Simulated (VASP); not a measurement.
# Sc (P6_3/mmc) in VASP: notebook

The runs below take Sc through single point, with r2SCAN, PBE.

Everything below comes from runs of VASP 6.6.1. Logs are shortened: lines on timing, memory, paths and dates and some standing lists are left out, and cuts for length are marked.

### Step 1. The cell of the first run

The structure is hexagonal, space group P6_3/mmc (No. 194). The conventional cell has a = 3.331 Å, b = 3.331 Å, c = 5.308 Å, α = 90.00°, β = 90.00°, γ = 120.00°. Within 4.3 Å of Sc (site symmetry -6m2) lie 12 Sc at 3.28 to 3.33 Å.

### Step 2. Single point, r2SCAN

POSCAR

```
Sc
1.0
    3.3309145459      0.0000000000      0.0000000000
   -1.6654572730      2.8846566146      0.0000000000
    0.0000000000      0.0000000000      5.3082235343
Sc
2
Direct
    0.6666666667      0.3333333333      0.7500000000
    0.3333333333      0.6666666667      0.2500000000
```

INCAR.step1

```
PREC = Accurate
ENCUT = 520
ISMEAR = -1
SIGMA = 0.05
LREAL = F
LASPH = T
NELM = 80
NBANDS = 18
GGA = PE
ALGO = Normal
EDIFF = 1E-4
LWAVE = T
LCHARG = F
```

INCAR.step2

```
PREC = Accurate
ENCUT = 520
EDIFF = 1E-6
ISMEAR = -1
SIGMA = 0.05
LREAL = F
LASPH = T
NELM = 80
ALGO = Normal
ISIF = 2
LWAVE = F
LCHARG = T
METAGGA = R2SCAN
LMIXTAU = T
LELF = T
LVHAR = T
NBANDS = 18
ISTART = 1
```

KPOINTS

```
Automatic mesh
0
Gamma
  9 9 5
```

Potentials or basis: VASP PAW PBE potentials, release 64 (Sc_sv).

Run with:

```bash
> cat potpaw_PBE.64/Sc_sv/POTCAR > POTCAR
> cp INCAR.step1 INCAR
> mpirun -np 1 vasp_std > vasp.out
> cp INCAR.step2 INCAR
> mpirun -np 1 vasp_std > vasp.out
```

OUTCAR:

```text
PREC = Accurate
   ENCUT = 520
   EDIFF = 1E-6
   ISMEAR = -1
   LREAL = F
   LASPH = T
   NELM = 80
   ISIF = 2
   METAGGA = R2SCAN
   ISTART = 1

 ion  position               nearest neighbor table
   1  0.667  0.333  0.750-   2 3.28   2 3.28   2 3.28   2 3.28   2 3.28   2 3.28
   2  0.333  0.667  0.250-   1 3.28   1 3.28   1 3.28   1 3.28   1 3.28   1 3.28

  LATTYP: Found a hexagonal cell.
 ALAT       =     3.3309145459
 C/A-ratio  =     1.5936234512

  Lattice vectors:

 A1 = (   3.3309145459,   0.0000000000,   0.0000000000)
 A2 = (  -1.6654572730,   2.8846566146,   0.0000000000)
 A3 = (   0.0000000000,   0.0000000000,   5.3082235343)

Analysis of symmetry for initial positions (statically):
=====================================================================
 Subroutine PRICEL returns:
 Original cell was already a primitive cell.

 Routine SETGRP: Setting up the symmetry group for a
 hexagonal supercell.

 Subroutine GETGRP returns: Found 24 space group operations
 (whereof 12 operations were pure point group operations)
 out of a pool of 24 trial point group operations.

The static configuration has the point symmetry D_3d.
 The point group associated with its full space group is D_6h.

Analysis of symmetry for dynamics (positions and initial velocities):
=====================================================================
 Subroutine PRICEL returns:
 Original cell was already a primitive cell.

 Routine SETGRP: Setting up the symmetry group for a
 hexagonal supercell.

 Subroutine GETGRP returns: Found 24 space group operations
 (whereof 12 operations were pure point group operations)
 out of a pool of 24 trial point group operations.

The dynamic configuration has the point symmetry D_3d.
 The point group associated with its full space group is D_6h.

 Subroutine INISYM returns: Found 24 space group operations
 (whereof 12 operations are pure point group operations),
 and found     1 'primitive' translations

----------------------------------------------------------------------------------------

                                     Primitive cell

  volume of cell :      51.0043

  direct lattice vectors                    reciprocal lattice vectors
     3.330914546  0.000000000  0.000000000     0.300217849  0.173330856  0.000000000
    -1.665457273  2.884656615  0.000000000     0.000000000  0.346661712  0.000000000
     0.000000000  0.000000000  5.308223534     0.000000000  0.000000000  0.188386942

  length of vectors
     3.330914546  3.330914546  5.308223534     0.346661712  0.346661712  0.188386942

  position of ions in fractional coordinates (direct lattice)
     0.666666667  0.333333333  0.750000000
     0.333333333  0.666666667  0.250000000

  ion indices of the primitive-cell ions
   primitive index   ion index
                 1           1
                 2           2

----------------------------------------------------------------------------------------

 KPOINTS: Automatic mesh

Automatic generation of k-mesh.
 Grid dimensions read from file:
 generate k-points for:    9    9    5

 Generating k-lattice:

  Cartesian coordinates                     Fractional coordinates (reciprocal lattice)
     0.033357539  0.019258984  0.000000000     0.111111111 -0.000000000  0.000000000
     0.000000000  0.038517968  0.000000000     0.000000000  0.111111111  0.000000000
     0.000000000  0.000000000  0.037677388     0.000000000  0.000000000  0.200000000

  Length of vectors
     0.038517968  0.038517968  0.037677388

  Shift w.r.t. Gamma in fractional coordinates (k-lattice)
     0.000000000  0.000000000  0.000000000

 Subroutine IBZKPT returns following result:
 ===========================================

 Found     36 irreducible k-points:

 Following reciprocal coordinates:
            Coordinates               Weight
  0.000000  0.000000  0.000000      1.000000
  0.111111 -0.000000  0.000000      6.000000
  0.222222 -0.000000  0.000000      6.000000
  0.333333 -0.000000  0.000000      6.000000
  0.444444 -0.000000  0.000000      6.000000
  0.111111  0.111111  0.000000      6.000000
[... 16 lines left out ...]
  0.333333  0.222222  0.200000     24.000000
  0.333333  0.333333  0.200000      4.000000
 [... further k-points ...]
   k-points           NKPTS =     36   k-points in BZ     NKDIM =     36   number of bands    NBANDS=     18
   number of dos      NEDOS =    301   number of ions     NIONS =      2
   total plane-waves  NPLWV =  31360
   dimension x,y,z NGX =    28 NGY =   28 NGZ =   40
   dimension x,y,z NGXF=    56 NGYF=   56 NGZF=   80
   ions per type =               2
   NGX,Y,Z   is equivalent  to a cutoff of  13.97, 13.97, 12.53 a.u.
   NGXF,Y,Z  is equivalent  to a cutoff of  27.95, 27.95, 25.05 a.u.
 SYSTEM =  unknown system
   PREC   = accura    normal or accurate (medium, high low for compatibility)
   ISTART =      1    job   : 0-new  1-cont  2-samecut
   ICHARG =      0    charge: 1-file 2-atom 10-const
   ISPIN  =      1    spin polarized calculation?
   LNONCOLLINEAR =      F non collinear calculations
   LSORBIT =      F    spin-orbit coupling
   LASPH  =      T    aspherical Exc in radial PAW
   ENCUT  =  520.0 eV  38.22 Ry    6.18 a.u.   6.19  6.19  9.87*2*pi/ulx,y,z
   NELM   =     80;   NELMIN=  2; NELMDL=  0     # of ELM steps
   EDIFF  = 0.1E-05   stopping-criterion for ELM
   LREAL  =      F    real-space projection
   EDIFFG = 0.1E-04   stopping-criterion for IOM
   NSW    =      0    number of steps for IOM
   IBRION =     -1    ionic relax: 0-MD 1-quasi-New 2-CG
   NFREE  =      0    steps in history (QN), initial steepest desc. (CG)
   ISIF   =      2    stress and relaxation
   ISYM   =      2    0-nonsym 1-usesym 2-fastsym
   POTIM  = 0.5000    time-step for ionic-motion
   TEBEG  =    0.0;   TEEND  =   0.0 temperature during run
   PSTRESS=    0.0 pullay stress
   NELECT =      22.0000    total number of electrons
   NUPDOWN=      -1.0000    fix difference up-down
   EMIN   =  10.00;   EMAX   =-10.00  energy-range for DOS
   EFERMI =   0.00;   METHOD = LEGACY
   ISMEAR =    -1;   SIGMA  =   0.05  broadening in eV -4-tet -1-fermi 0-gaus
   EFERMI_NEDOS =   21; number of points for ismear=-14 and -15
   IALGO  =     38    algorithm
   IMIX   =      4    mixing-type and parameters
     AMIX     =   0.40;   BMIX     =  1.00
     AMIX_MAG =   1.60;   BMIX_MAG =  1.00
  volume/ion in A,a.u.               =      25.50       172.10
  Fermi-wavevector in a.u.,A,eV,Ry     =   1.236935  2.337468 20.817016  1.530008
  Thomas-Fermi vector in A             =   2.371523
   LORBIT       =      0    0 simple, 1 ext, 2 COOP (PROOUT), +10 PAW based schemes
   METAGGA = R2SCAN    functional components
   LHFCALC =     F    Hartree Fock is set to
   AEXX    =    0.0000 exact exchange contribution
   IVDW    =     0    specifies the selected vdW correction
   LEPSILON=     F    determine dielectric tensor
   LRPA    =     F    only Hartree local field effects (RPA)
 non-spin polarized calculation
  energy-cutoff  :      520.00
  volume of cell :       51.00
 maximum number of plane-waves:      1387
 NGX is ok and might be reduce to    28
   NGX = 13   NGY = 13   NGZ = 19

 number of electron      22.0000004 magnetization

 Free energy of the ion-electron system (eV)
  ---------------------------------------------------
  ext. energy  EPLUGINS =         0.00000000
  ---------------------------------------------------
  free energy    TOTEN  =       -22.72316359 eV

  energy without entropy =      -22.68901482  energy(sigma->0) =      -22.70608921

 E-fermi :   3.5181     XC(G=0): -10.4611

 val. band max:        3.4873276487   @ k =   0.4444   0.1111   0.4000
 cond. band min:       3.5282570916   @ k =   0.4444   0.1111   0.4000
 fundamental gap:      0.0409294428
 Fermi energy:         3.5181439331

 k-point     1 :       0.0000    0.0000    0.0000
  band No.  band energies     occupation
      1     -48.0970      2.00000
      2     -48.0382      2.00000
      3     -25.9229      2.00000
      4     -25.6043      2.00000
      5     -25.6043      2.00000
      6     -25.5500      2.00000
[... 10 lines left out ...]
     17       6.1129      0.00000
     18       6.1130      0.00000

 k-point     2 :       0.1111   -0.0000    0.0000
  band No.  band energies     occupation
      1     -48.0917      2.00000
      2     -48.0361      2.00000
      3     -25.9082      2.00000
      4     -25.6344      2.00000
      5     -25.6142      2.00000
      6     -25.5812      2.00000
[... 10 lines left out ...]
     17       5.9062      0.00000
     18       5.9534      0.00000

 k-point     3 :       0.2222   -0.0000    0.0000
  band No.  band energies     occupation
      1     -48.0777      2.00000
      2     -48.0311      2.00000
      3     -25.8677      2.00000
      4     -25.7114      2.00000
      5     -25.6580      2.00000
      6     -25.6382      2.00000
[... 10 lines left out ...]
     17       6.1564      0.00000
     18       6.3862      0.00000

 k-point     4 :       0.3333   -0.0000    0.0000
  band No.  band energies     occupation
      1     -48.0605      2.00000
      2     -48.0268      2.00000
      3     -25.8127      2.00000
      4     -25.8002      2.00000
      5     -25.7416      2.00000
      6     -25.6643      2.00000
[... 375 lines left out ...]
      4     -25.8012      2.00000
      5     -25.7129      2.00000
      6     -25.6975      2.00000
[... 10 lines left out ...]
     17       7.1272      0.00000
     18       7.3970      0.00000

 k-point    23 :       0.3333    0.2222    0.2000
  band No.  band energies     occupation
      1     -48.0389      2.00000
      2     -48.0282      2.00000
      3     -25.8421      2.00000
      4     -25.8083      2.00000
      5     -25.7473      2.00000
      6     -25.6868      2.00000
[... 10 lines left out ...]
     17       7.1346      0.00000
     18       7.5759      0.00000

 k-point    24 :       0.3333    0.3333    0.2000
  band No.  band energies     occupation
      1     -48.0316      2.00000
      2     -48.0316      2.00000
      3     -25.8032      2.00000
      4     -25.7985      2.00000
      5     -25.7985      2.00000
      6     -25.7049      2.00000
[... 10 lines left out ...]
     17       7.2822      0.00000
     18       7.2822      0.00000

 [... further k-points ...]
[... 5 lines left out ...]
  --------------------------------------------------------------------------------------
  -------------------------------------------------------------------------------------
  Total       -0.1471546     -0.1471546     -0.6095488      0.0000000      0.0000000      0.0000000
  in kB       -4.6225061     -4.6225061    -19.1475062      0.0000000      0.0000000      0.0000000
  external PRESSURE =      -9.4641728 kB  Pullay stress =       0.0000000 kB

 VOLUME and BASIS-vectors are now :
 -----------------------------------------------------------------------------
  energy-cutoff  :      520.00
  volume of cell :       51.00
      direct lattice vectors                 reciprocal lattice vectors
     3.330914546  0.000000000  0.000000000     0.300217849  0.173330856  0.000000000
    -1.665457273  2.884656615  0.000000000     0.000000000  0.346661712  0.000000000
     0.000000000  0.000000000  5.308223534     0.000000000  0.000000000  0.188386942

 POSITION                                       TOTAL-FORCE (eV/Angst)
 -----------------------------------------------------------------------------------
      1.66546      0.96155      3.98117        -0.000000     -0.000000      0.000000
     -0.00000      1.92310      1.32706         0.000000      0.000000      0.000000
 -----------------------------------------------------------------------------------
    total drift:                               -0.000000      0.000000     -0.000000

  FREE ENERGIE OF THE ION-ELECTRON SYSTEM (eV)
  ---------------------------------------------------
  free  energy   TOTEN  =       -22.7231635878 eV

  energy  without entropy=      -22.6890148236  energy(sigma->0) =      -22.70608921
```

It took 2 min on 1 thread of Intel Xeon Platinum 8259CL at 2.50GHz (Skylake/Cascade Lake), shared host; peak memory 0.18 GiB.

Results:

```
Free energy            : -22.7232 eV
Pressure               : -0.9 GPa
Band gap on the k mesh : zero (band 11 reaches 4.26 eV, above the bottom of band 12 at 3.11 eV)
```

Stress tensor (GPa, compression positive):
```
-0.46  0.00  0.00
 0.00 -0.46  0.00
 0.00  0.00 -1.91
```

Caveat: the PAW data sets were made with another functional, which shifts forces and pressure a little.

### Step 3. Single point, PBE

This run uses another cell than the first one, of 25.00 Å³/atom, 0.980 times its volume.

INCAR

```
ALGO = Normal ; EDIFF = 1E-7
ENCUT = 520 ; GGA = PE
ISIF = 2 ; ISMEAR = -1
LASPH = True ; LCHARG = False
LREAL = False ; LWAVE = False
NBANDS = 18 ; NELM = 60
PREC = Accurate ; SIGMA = 0.05
```

KPOINTS

```
k-points
0
Gamma
  9 9 5
```

POSCAR

```
Sc
1.0
    3.3090000000      0.0000000000      0.0000000000
   -1.6545000000      2.8656780611      0.0000000000
    0.0000000000      0.0000000000      5.2733000000
Sc
2
Direct
    0.6666666667      0.3333333333      0.7500000000
    0.3333333333      0.6666666667      0.2500000000
```

Potentials or basis: VASP PAW PBE potentials, release 64 (Sc_sv).

Run with:

```bash
> cat potpaw_PBE.64/Sc_sv/POTCAR > POTCAR
> mpirun -np 1 vasp_std > vasp.out
```

It took 90 s on 1 thread of AMD EPYC 7R13, shared host; peak memory 0.16 GiB.

The run converged. Its results:

- Free energy: -12.5102 eV
- Pressure: -0.6 GPa
- Band gap on the k mesh: zero (band 11 reaches 4.27 eV, above the bottom of band 12 at 3.15 eV)

Stress tensor (GPa, compression positive):
```
-0.14  0.00  0.00
 0.00 -0.14  0.00
 0.00  0.00 -1.65
```

Levels at points of the mesh, in eV from the Fermi level:
```
           k point  band 8  band 9  band 10  band 11  band 12  band 13  band 14  band 15
(0.00, 0.00, 0.00)  -27.87   -5.11    -1.66     0.42     1.59     1.59     1.70     2.00
```
